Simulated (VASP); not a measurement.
Set up this calculation in VASP 6.6.1, as the native input.

```yaml
Task: single point
Functional: PBE
Potentials_or_basis: VASP PAW PBE potentials, release 64 (Sb)
Cutoff: 520 eV
k_mesh: 10 × 10 × 10
Occupations: fermi-dirac, width 0.1 eV
Spin: no spin polarisation
Dipole_correction: no
Further_INCAR_settings: ALGO = Normal; EDIFF = 1e-06; NBANDS = 8
```

The structure of Sb lies in POSCAR:

```
Sb
1.0
   -1.7250000000      1.7250000000      1.7250000000
    1.7250000000     -1.7250000000      1.7250000000
    1.7250000000      1.7250000000     -1.7250000000
Sb
1
Direct
    0.0000000000      0.0000000000      0.0000000000
```

One way to write it, as run:

INCAR

```
  PREC = Accurate
  ENCUT = 520
  EDIFF = 1E-6
  ISMEAR = -1
  SIGMA = 0.1
  LREAL = False
  LASPH = True
  NELM = 100
  ALGO = Normal
  ISIF = 2
  LWAVE = False
  LCHARG = False
  GGA = PE
  NBANDS = 8
```

KPOINTS

```
Automatic mesh
0
Gamma
  10 10 10
```

Potentials or basis: VASP PAW PBE potentials, release 64 (Sb).

Command:

```bash
$ cat potpaw_PBE.64/Sb/POTCAR > POTCAR
$ mpirun -np 1 vasp_std > vasp.out
```

It gave:

The pressure is 32.6 GPa.

Run time: 4.3 s on 1 thread of Intel(R) Xeon(R) Platinum 8259CL CPU @ 2.50GHz (Skylake/Cascade Lake), with other jobs on the host, peak memory 0.14 GiB.
